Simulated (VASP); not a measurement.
A run of VASP 6.6.1:

File INCAR:

```
SYSTEM = ZnO
  PREC = Accurate
  ENCUT = 600
  EDIFF = 1E-6
  ISMEAR = 0
  SIGMA = 0.02
  LREAL = .False.
  LASPH = .True.
  NELM = 100
  ALGO = Normal
  ISIF = 4
  LWAVE = .False.
  LCHARG = .False.
  GGA = PE
  IBRION = 2
  NSW = 50
  EDIFFG = -0.01
```

Contents of KPOINTS:

```
regular mesh
0
Gamma
  15 15 8
  0 0 0
```

File POSCAR:

```
ZnO
1.0
    3.3438004345      0.0000000000      0.0000000000
   -1.6719002173      2.8958161215      0.0000000000
    0.0000000000      0.0000000000      5.3975698736
Zn O
2 2
Direct
    0.3333333333      0.6666666667      0.4999686137
    0.6666666667      0.3333333333     -0.0000313863
    0.6666666667      0.3333333333      0.3790413863
    0.3333333333      0.6666666667      0.8790413863
```

Potentials or basis: VASP PAW PBE potentials, release 64 (Zn, O).

Run with:

```bash
$ cat potpaw_PBE.64/Zn/POTCAR potpaw_PBE.64/O/POTCAR > POTCAR
$ mpirun -np 1 vasp_std > vasp.out
```

Hardware: 1 thread of AMD EPYC 9R45 96-Core Processor (Zen 5), with other jobs on the host.

Q: Estimate the wall time of this run.

A: Run time: 2.1 min on 1 thread of AMD EPYC 9R45 96-Core Processor (Zen 5), with other jobs on the host, peak memory 0.27 GiB. Counts: scf iterations 15, k points 135, ion steps 1.
